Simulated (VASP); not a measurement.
CuI:

```
CELL_PARAMETERS angstrom
0.00000 2.85611 2.85611
2.85611 0.00000 2.85611
2.85611 2.85611 0.00000
ATOMIC_POSITIONS crystal
Cu 0.00000 0.00000 0.00000
I 0.50000 0.50000 0.50000
```

Base run:

```yaml
Program: VASP 6.6.1
Functional: r2SCAN
Potentials_or_basis: VASP PAW PBE potentials, release 64 (Cu, I)
Cutoff: 520 eV
k_mesh: 8 × 8 × 8
Occupations: fermi-dirac, width 0.02 eV
Spin: no spin polarisation
```

Its results: band gap on the k mesh zero (band 9 reaches 6.16 eV, above the bottom of band 10 at 6.04 eV); pressure -0.1 GPa.

Problem. The run is repeated on the same cell with these changes: functional from r2SCAN to LDA; potentials or basis from VASP PAW PBE potentials, release 64 (Cu, I) to VASP PAW LDA potentials, release 64 (Cu, I). What comes out?

Solution. Band gap on the k mesh zero (band 9 reaches 6.07 eV, above the bottom of band 10 at 5.53 eV); pressure -5.0 GPa.

Caveats: spin-orbit coupling is left out, which moves the levels of the heavy elements; semilocal functionals often make such compounds metallic where correlation or magnetic order opens a gap, which also shifts bond lengths; the PAW data sets were made with another functional, which shifts forces and pressure a little (some runs).
